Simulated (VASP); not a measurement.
# Ga2O3 (C2/m) in VASP: settings compared

Aim: see how the results for Ga2O3 move with the level of theory and the settings. Levels: PBE, LDA, r2SCAN+rVV10. Tasks: single point.

Program: VASP 6.6.1. These are calculated values, not measurements. Logs are shortened: lines on timing, memory, paths and dates and some standing lists are left out, and cuts for length are marked.

### Step 1. The cell of the first run

The structure is monoclinic, space group C2/m (No. 12). The conventional cell has a = 12.132 Å, b = 3.017 Å, c = 5.759 Å, α = 90.00°, β = 103.83°, γ = 90.00°. Ga (site symmetry m) has 6 O at 1.92 to 2.06 Å within 2.5 Å. Within 2.4 Å of Ga (site symmetry m) lie 4 O at 1.82 to 1.85 Å. O (site symmetry m) has 3 Ga at 1.82 to 1.92 Å within 2.4 Å. O (site symmetry m) has 4 Ga at 1.85 to 2.06 Å and 3 O at 2.59 to 2.63 Å within 2.7 Å. O (site symmetry m) has 3 Ga at 1.82 to 1.92 Å within 2.4 Å.

### Step 2. Single point, PBE

INCAR reads:

```
PREC = Accurate ; ENCUT = 520
EDIFF = 1E-6 ; ISMEAR = -1
SIGMA = 0.05 ; LREAL = F
LASPH = T ; NELM = 80
ALGO = Normal ; ISIF = 2
LWAVE = F ; LCHARG = T
GGA = PE ; LELF = T
LVHAR = T ; NBANDS = 55
```

KPOINTS reads:

```
Automatic mesh
0
Gamma
  9 9 5
```

POSCAR reads:

```
Ga2O3
1.0
    6.0660121878     -1.5083580822      0.0000000000
    6.0660121878      1.5083580822      0.0000000000
   -1.3766866767      0.0000000000      5.5922223059
Ga O
4 6
Direct
    0.3413400000      0.3413400000      0.6859800000
    0.6586600000      0.6586600000      0.3140200000
    0.9095000000      0.9095000000      0.2054000000
    0.0905000000      0.0905000000      0.7946000000
    0.5041000000      0.5041000000      0.7434000000
    0.4959000000      0.4959000000      0.2566000000
    0.8267000000      0.8267000000      0.4368000000
    0.1733000000      0.1733000000      0.5632000000
    0.8355000000      0.8355000000      0.8902000000
    0.1645000000      0.1645000000      0.1098000000
```

Potentials or basis: VASP PAW PBE potentials, release 64 (Ga_d, O).

Started as:

```bash
cat potpaw_PBE.64/Ga_d/POTCAR potpaw_PBE.64/O/POTCAR > POTCAR
mpirun -np 1 vasp_std > vasp.out
```

OUTCAR:

```text
PREC = Accurate
   ENCUT = 520
   EDIFF = 1E-6
   ISMEAR = -1
   LREAL = F
   LASPH = T
   NELM = 80
   ISIF = 2
   GGA = PE

 ion  position               nearest neighbor table
   1  0.341  0.341  0.686-   5 1.92   9 1.92   9 1.92   8 1.99   7 2.06   7 2.06
   2  0.659  0.659  0.314-   6 1.92  10 1.92  10 1.92   7 1.99   8 2.06   8 2.06
   3  0.910  0.910  0.205-   6 1.82   6 1.82   9 1.82   7 1.85
   4  0.090  0.090  0.795-   5 1.82   5 1.82  10 1.82   8 1.85
   5  0.504  0.504  0.743-   4 1.82   4 1.82   1 1.92
   6  0.496  0.496  0.257-   3 1.82   3 1.82   2 1.92
   7  0.827  0.827  0.437-   3 1.85   2 1.99   1 2.06   1 2.06
   8  0.173  0.173  0.563-   4 1.85   1 1.99   2 2.06   2 2.06
   9  0.836  0.836  0.890-   3 1.82   1 1.92   1 1.92
  10  0.164  0.164  0.110-   4 1.82   2 1.92   2 1.92

  LATTYP: Found a base centered monoclinic cell.
 ALAT       =    12.1320243756
 B/A-ratio  =     0.2486572785
 C/A-ratio  =     0.4747093499
 COS(beta)  =    -0.2390419096

  Lattice vectors:

 A1 = (   6.0660121878,  -1.5083580822,   0.0000000000)
 A2 = (   6.0660121878,   1.5083580822,   0.0000000000)
 A3 = (  -1.3766866767,   0.0000000000,   5.5922223059)

Analysis of symmetry for initial positions (statically):
=====================================================================
 Subroutine PRICEL returns:
 Original cell was already a primitive cell.

 Routine SETGRP: Setting up the symmetry group for a
 base centered monoclinic supercell.

 Subroutine GETGRP returns: Found  4 space group operations
 (whereof  4 operations were pure point group operations)
 out of a pool of  4 trial point group operations.

The static configuration has the point symmetry C_2h.

Analysis of symmetry for dynamics (positions and initial velocities):
=====================================================================
 Subroutine PRICEL returns:
 Original cell was already a primitive cell.

 Routine SETGRP: Setting up the symmetry group for a
 base centered monoclinic supercell.

 Subroutine GETGRP returns: Found  4 space group operations
 (whereof  4 operations were pure point group operations)
 out of a pool of  4 trial point group operations.

The dynamic configuration has the point symmetry C_2h.

 Subroutine INISYM returns: Found  4 space group operations
 (whereof  4 operations are pure point group operations),
 and found     1 'primitive' translations

----------------------------------------------------------------------------------------

                                     Primitive cell

  volume of cell :     102.3345

  direct lattice vectors                    reciprocal lattice vectors
     6.066012188 -1.508358082  0.000000000     0.082426475 -0.331486274  0.020291652
     6.066012188  1.508358082  0.000000000     0.082426475  0.331486274  0.020291652
    -1.376686677  0.000000000  5.592222306     0.000000000  0.000000000  0.178819787

  length of vectors
     6.250731794  6.250731794  5.759185405     0.342182736  0.342182736  0.178819787

  position of ions in fractional coordinates (direct lattice)
     0.341340000  0.341340000  0.685980000
     0.658660000  0.658660000  0.314020000
     0.909500000  0.909500000  0.205400000
     0.090500000  0.090500000  0.794600000
     0.504100000  0.504100000  0.743400000
     0.495900000  0.495900000  0.256600000
     0.826700000  0.826700000  0.436800000
     0.173300000  0.173300000  0.563200000
     0.835500000  0.835500000  0.890200000
     0.164500000  0.164500000  0.109800000

  ion indices of the primitive-cell ions
   primitive index   ion index
                 1           1
                 2           2
                 3           3
                 4           4
                 5           5
                 6           6
                 7           7
                 8           8
                 9           9
                10          10

----------------------------------------------------------------------------------------

 KPOINTS: Automatic mesh

Automatic generation of k-mesh.
 Grid dimensions read from file:
 generate k-points for:    9    9    5

 Generating k-lattice:

  Cartesian coordinates                     Fractional coordinates (reciprocal lattice)
     0.009158497 -0.036831808  0.002254628     0.111111111  0.000000000 -0.000000000
     0.009158497  0.036831808  0.002254628     0.000000000  0.111111111 -0.000000000
     0.000000000  0.000000000  0.035763957     0.000000000  0.000000000  0.200000000

  Length of vectors
     0.038020304  0.038020304  0.035763957

  Shift w.r.t. Gamma in fractional coordinates (k-lattice)
     0.000000000  0.000000000  0.000000000

 Subroutine IBZKPT returns following result:
 ===========================================

 Found    115 irreducible k-points:

 Following reciprocal coordinates:
            Coordinates               Weight
  0.000000  0.000000  0.000000      1.000000
  0.111111 -0.000000  0.000000      4.000000
  0.222222  0.000000  0.000000      4.000000
  0.333333 -0.000000  0.000000      4.000000
  0.444444  0.000000  0.000000      4.000000
  0.111111  0.111111  0.000000      2.000000
[... 16 lines left out ...]
 -0.333333  0.333333  0.000000      2.000000
  0.444444  0.444444  0.000000      2.000000
 [... further k-points ...]
   k-points           NKPTS =    115   k-points in BZ     NKDIM =    115   number of bands    NBANDS=     55
   number of dos      NEDOS =    301   number of ions     NIONS =     10
   total plane-waves  NPLWV = 110592
   dimension x,y,z NGX =    48 NGY =   48 NGZ =   48
   dimension x,y,z NGXF=    96 NGYF=   96 NGZF=   96
   ions per type =               4   6
   NGX,Y,Z   is equivalent  to a cutoff of  12.77, 12.77, 13.86 a.u.
   NGXF,Y,Z  is equivalent  to a cutoff of  25.53, 25.53, 27.71 a.u.
 SYSTEM =  unknown system
   PREC   = accura    normal or accurate (medium, high low for compatibility)
   ISTART =      0    job   : 0-new  1-cont  2-samecut
   ICHARG =      2    charge: 1-file 2-atom 10-const
   ISPIN  =      1    spin polarized calculation?
   LNONCOLLINEAR =      F non collinear calculations
   LSORBIT =      F    spin-orbit coupling
   LASPH  =      T    aspherical Exc in radial PAW
   ENCUT  =  520.0 eV  38.22 Ry    6.18 a.u.  11.62 11.62 10.71*2*pi/ulx,y,z
   NELM   =     80;   NELMIN=  2; NELMDL= -5     # of ELM steps
   EDIFF  = 0.1E-05   stopping-criterion for ELM
   LREAL  =      F    real-space projection
   EDIFFG = 0.1E-04   stopping-criterion for IOM
   NSW    =      0    number of steps for IOM
   IBRION =     -1    ionic relax: 0-MD 1-quasi-New 2-CG
   NFREE  =      0    steps in history (QN), initial steepest desc. (CG)
   ISIF   =      2    stress and relaxation
   ISYM   =      2    0-nonsym 1-usesym 2-fastsym
   POTIM  = 0.5000    time-step for ionic-motion
   TEBEG  =    0.0;   TEEND  =   0.0 temperature during run
   PSTRESS=    0.0 pullay stress
   NELECT =      88.0000    total number of electrons
   NUPDOWN=      -1.0000    fix difference up-down
   EMIN   =  10.00;   EMAX   =-10.00  energy-range for DOS
   EFERMI =   0.00;   METHOD = LEGACY
   ISMEAR =    -1;   SIGMA  =   0.05  broadening in eV -4-tet -1-fermi 0-gaus
   EFERMI_NEDOS =   21; number of points for ismear=-14 and -15
   IALGO  =     38    algorithm
   IMIX   =      4    mixing-type and parameters
     AMIX     =   0.40;   BMIX     =  1.00
     AMIX_MAG =   1.60;   BMIX_MAG =  1.00
  volume/ion in A,a.u.               =      10.23        69.06
  Fermi-wavevector in a.u.,A,eV,Ry     =   1.556784  2.941895 32.974756  2.423576
  Thomas-Fermi vector in A             =   2.660529
   LORBIT       =      0    0 simple, 1 ext, 2 COOP (PROOUT), +10 PAW based schemes
   GGA     = PE    functional components
   LHFCALC =     F    Hartree Fock is set to
   AEXX    =    0.0000 exact exchange contribution
   IVDW    =     0    specifies the selected vdW correction
   LEPSILON=     F    determine dielectric tensor
   LRPA    =     F    only Hartree local field effects (RPA)
 non-spin polarized calculation
  energy-cutoff  :      520.00
  volume of cell :      102.33
 maximum number of plane-waves:      2780
   NGX = 23   NGY = 23   NGZ = 21

 number of electron      88.0000017 magnetization

 Free energy of the ion-electron system (eV)
  ---------------------------------------------------
  ext. energy  EPLUGINS =         0.00000000
  ---------------------------------------------------
  free energy    TOTEN  =       -59.33844584 eV

  energy without entropy =      -59.33844584  energy(sigma->0) =      -59.33844584

 E-fermi :   5.2722     XC(G=0): -11.7556

 val. band max:        4.0931715448   @ k =  -0.4444   0.4444   0.4000
 cond. band min:       6.7038389565   @ k =   0.0000   0.0000   0.0000
 fundamental gap:      2.6106674117
 Fermi energy:         5.2722076655

 k-point     1 :       0.0000    0.0000    0.0000
  band No.  band energies     occupation
      1     -15.0051      2.00000
      2     -13.7910      2.00000
      3     -13.7568      2.00000
      4     -13.6317      2.00000
      5     -13.1420      2.00000
      6     -13.1286      2.00000
[... 47 lines left out ...]
     54      16.6739      0.00000
     55      17.0335      0.00000

 k-point     2 :       0.1111   -0.0000    0.0000
  band No.  band energies     occupation
      1     -14.9050      2.00000
      2     -13.7649      2.00000
      3     -13.7477      2.00000
      4     -13.5604      2.00000
      5     -13.1443      2.00000
      6     -13.1288      2.00000
[... 47 lines left out ...]
     54      15.9291      0.00000
     55      16.1099      0.00000
[... 1216 lines left out ...]
     54      15.5828      0.00000
     55      15.7830      0.00000

 k-point    24 :       0.4444    0.4444    0.0000
  band No.  band energies     occupation
      1     -14.6673      2.00000
      2     -14.4322      2.00000
      3     -13.7693      2.00000
      4     -13.3438      2.00000
      5     -13.1524      2.00000
      6     -13.1330      2.00000
[... 47 lines left out ...]
     54      16.4835      0.00000
     55      16.7823      0.00000

 [... further k-points ...]

------------------------ aborting loop because EDIFF is reached ----------------------------------------

  FORCE on cell =-STRESS in cart. coord.  units (eV):
  Direction    XX          YY          ZZ          XY          YZ          ZX
  --------------------------------------------------------------------------------------
  -------------------------------------------------------------------------------------
  Total        9.1357268     10.1980474      9.1002968      0.0000000      0.0000000      0.1572713
  in kB      143.0314468    159.6634297    142.4767449      0.0000000      0.0000000      2.4622827
  external PRESSURE =     148.3905405 kB  Pullay stress =       0.0000000 kB

 VOLUME and BASIS-vectors are now :
 -----------------------------------------------------------------------------
  energy-cutoff  :      520.00
  volume of cell :      102.33
      direct lattice vectors                 reciprocal lattice vectors
     6.066012188 -1.508358082  0.000000000     0.082426475 -0.331486274  0.020291652
     6.066012188  1.508358082  0.000000000     0.082426475  0.331486274  0.020291652
    -1.376686677  0.000000000  5.592222306     0.000000000  0.000000000  0.178819787

 POSITION                                       TOTAL-FORCE (eV/Angst)
 -----------------------------------------------------------------------------------
      3.19677      0.00000      3.83615         0.036726      0.000000     -0.099680
      7.55857      0.00000      1.75607        -0.036726      0.000000      0.099680
     10.75130      0.00000      1.14864        -0.168462      0.000000     -0.061687
      0.00403      0.00000      4.44358         0.168462      0.000000      0.061687
      5.09232      0.00000      4.15726        -0.256804      0.000000     -0.094832
      5.66301      0.00000      1.43496         0.256804      0.000000      0.094832
      9.42821      0.00000      2.44268         0.052140      0.000000      0.077835
      1.32713      0.00000      3.14954        -0.052140      0.000000     -0.077835
      8.91078      0.00000      4.97820        -0.338709      0.000000      0.102747
      1.84456      0.00000      0.61403         0.338709      0.000000     -0.102747
 -----------------------------------------------------------------------------------
    total drift:                                0.000000      0.000000      0.000000

  FREE ENERGIE OF THE ION-ELECTRON SYSTEM (eV)
  ---------------------------------------------------
  free  energy   TOTEN  =       -59.3384458351 eV

  energy  without entropy=      -59.3384458351  energy(sigma->0) =      -59.33844584
```

It took 11 min on 1 thread of Intel Xeon 6975P-C (Granite Rapids), shared host; peak memory 0.64 GiB.

What came out:

```yaml
Free_energy: -59.3384 eV
Pressure: 14.8 GPa
Largest_force: 0.354 eV/Å
Band_gap_on_the_k_mesh: 2.61 eV (least direct gap 2.63 eV)
```

Forces on the atoms (eV/Å):
```
Ga   0.037  0.000 -0.100
Ga  -0.037  0.000  0.100
Ga  -0.168  0.000 -0.062
Ga   0.168  0.000  0.062
O   -0.257  0.000 -0.095
O    0.257  0.000  0.095
O    0.052  0.000  0.078
O   -0.052  0.000 -0.078
O   -0.339  0.000  0.103
O    0.339  0.000 -0.103
```

Caveat: the cell stands under pressure. A k mesh can miss the band edges.

### Step 3. Single point, LDA

INCAR reads:

```
SYSTEM = Ga2O3
PREC = Accurate ; ENCUT = 520
EDIFF = 1E-6 ; ISMEAR = -1
SIGMA = 0.05 ; LREAL = .False.
LASPH = .True. ; NELM = 80
ALGO = Normal ; ISIF = 2
LWAVE = .False. ; LCHARG = .False.
GGA = CA ; NBANDS = 55
```

KPOINTS reads:

```
Automatic mesh
0
Gamma
  9 9 5
  0 0 0
```

POSCAR is that of step 2.

Potentials or basis: VASP PAW LDA potentials, release 64 (Ga_d, O).

Started as:

```bash
cat potpaw_LDA.64/Ga_d/POTCAR potpaw_LDA.64/O/POTCAR > POTCAR
mpirun -np 1 vasp_std > vasp.out
```

Wall time 35 min (1 thread of Intel Xeon 8259CL, shared host); peak memory 0.58 GiB.

It converged, with:

```yaml
Free_energy: -68.2229 eV
Pressure: 2.0 GPa
Largest_force: 0.197 eV/Å
Band_gap_on_the_k_mesh: 2.53 eV (least direct gap 2.54 eV)
```

Forces on the atoms (eV/Å):
```
Ga   0.019  0.000 -0.094
Ga  -0.019  0.000  0.094
Ga  -0.106  0.000 -0.045
Ga   0.106  0.000  0.045
O   -0.192  0.000 -0.046
O    0.192  0.000  0.046
O   -0.038  0.000  0.096
O    0.038  0.000 -0.096
O   -0.093  0.000  0.027
O    0.093  0.000 -0.027
```

Stress tensor (GPa, compression positive):
```
1.85 0.00 0.09
0.00 2.59 0.00
0.09 0.00 1.50
```

Levels at points of the mesh, in eV from the valence-band top:
| k point | band 41 | band 42 | band 43 | band 44 | band 45 | band 46 | band 47 | band 48 |
| --- | --- | --- | --- | --- | --- | --- | --- | --- |
| (0.00, 0.00, 0.00) | -0.67 | -0.49 | -0.29 | -0.02 | 2.53 | 5.72 | 6.66 | 6.83 |

A k mesh can miss the band edges.

### Step 4. Single point, r2SCAN+rVV10

This run uses another cell than the first one, of 10.42 Å³/atom.

POSCAR reads:

```
Ga2O3
1.0
    6.1041073369     -1.5160846042      0.0018245126
    6.1041073369      1.5160846042      0.0018245126
   -1.3836503957      0.0000000000      5.6283865537
Ga O
4 6
Direct
    0.3411010796      0.3411010796      0.6856300879
    0.6588989204      0.6588989204      0.3143699121
    0.9091117874      0.9091117874      0.2048385277
    0.0908882126      0.0908882126      0.7951614723
    0.5036592877      0.5036592877      0.7445381081
    0.4963407123      0.4963407123      0.2554618919
    0.8270197687      0.8270197687      0.4375175469
    0.1729802313      0.1729802313      0.5624824531
    0.8344873732      0.8344873732      0.8908077737
    0.1655126268      0.1655126268      0.1091922263
```

INCAR.step1 reads:

```
SYSTEM = Ga2O3
PREC = Accurate
ENCUT = 520
ISMEAR = -1
SIGMA = 0.05
LREAL = .FALSE.
LASPH = .TRUE.
NELM = 60
NBANDS = 55
GGA = PE
ALGO = Normal
EDIFF = 1E-4
LWAVE = .TRUE.
LCHARG = .FALSE.
```

INCAR.step2 reads:

```
SYSTEM = Ga2O3
PREC = Accurate
ENCUT = 520
EDIFF = 1E-6
ISMEAR = -1
SIGMA = 0.05
LREAL = .FALSE.
LASPH = .TRUE.
NELM = 60
ALGO = Normal
ISIF = 2
LWAVE = .FALSE.
LCHARG = .FALSE.
METAGGA = R2SCAN
LMIXTAU = .TRUE.
LUSE_VDW = .TRUE.
IVDW_NL = 2
BPARAM = 11.95
CPARAM = 0.0093
NBANDS = 55
ISTART = 1
```

KPOINTS reads:

```
regular mesh
0
G
  9 9 5
  0 0 0
```

Potentials or basis: VASP PAW PBE potentials, release 64 (Ga_d, O).

Started as:

```bash
cat potpaw_PBE.64/Ga_d/POTCAR potpaw_PBE.64/O/POTCAR > POTCAR
cp INCAR.step1 INCAR
mpirun -np 1 vasp_std > vasp.out
cp INCAR.step2 INCAR
mpirun -np 1 vasp_std > vasp.out
```

Wall time 2.4 h (1 thread of Oxide Virtual Turin-like, shared host); peak memory 1 GiB.

It converged, with:

```yaml
Free_energy: -99.9010 eV
Pressure: 1.8 GPa
Largest_force: 0.085 eV/Å
Band_gap_on_the_k_mesh: 3.04 eV (least direct gap 3.06 eV)
```

Forces on the atoms (eV/Å):
```
Ga   0.006  0.000 -0.041
Ga  -0.006  0.000  0.041
Ga  -0.028  0.000 -0.001
Ga   0.028  0.000  0.001
O   -0.079  0.000 -0.030
O    0.079  0.000  0.030
O   -0.030  0.000  0.053
O    0.030  0.000 -0.053
O   -0.064  0.000 -0.034
O    0.064  0.000  0.034
```

Stress tensor (GPa, compression positive):
```
1.63 0.00 0.03
0.00 2.04 0.00
0.03 0.00 1.74
```

Levels at points of the mesh, in eV from the valence-band top:
| k point | band 40 | band 41 | band 42 | band 43 | band 44 | band 45 | band 46 | band 47 | band 48 | band 49 |
| --- | --- | --- | --- | --- | --- | --- | --- | --- | --- | --- |
| (0.00, 0.00, 0.00) | -0.68 | -0.66 | -0.49 | -0.27 | -0.02 | 3.04 | 6.39 | 7.43 | 7.59 | 8.55 |

Caveat: the PAW data sets were made with another functional, which shifts forces and pressure a little. r2SCAN opens gaps a little over a GGA but as a rule still falls short of measured ones.

### Step 5. Summary

| level | potentials or basis | cell | gap on the mesh (eV) | pressure (GPa) | largest force (eV/Å) |
| --- | --- | --- | --- | --- | --- |
| PBE | VASP PAW PBE potentials, release 64 (Ga_d, O) | a = 6.251, b = 6.251, c = 5.759 Å, angles 103.4, 103.4, 27.9°, 10 atoms, atomic positions A | 2.61 | 14.8 | 0.35 |
| LDA | VASP PAW LDA potentials, release 64 (Ga_d, O) | a = 6.251, b = 6.251, c = 5.759 Å, angles 103.4, 103.4, 27.9°, 10 atoms, atomic positions A | 2.53 | 2.0 | 0.20 |
| r2SCAN+rVV10 | VASP PAW PBE potentials, release 64 (Ga_d, O) | a = 6.290, b = 6.290, c = 5.796 Å, angles 103.4, 103.4, 27.9°, 10 atoms, atomic positions B | 3.04 | 1.8 | 0.08 |

Alike in all rows: task single point; no spin polarisation; k mesh 9 × 9 × 5; cutoff (eV) 520; smearing fermi-dirac 0.05 eV.

Caveats: the cell stands under pressure (at least some runs); the PAW data sets were made with another functional, which shifts forces and pressure a little (at least some runs).

Total energies depend on the potentials used, so only differences within one code and one set of settings carry meaning.
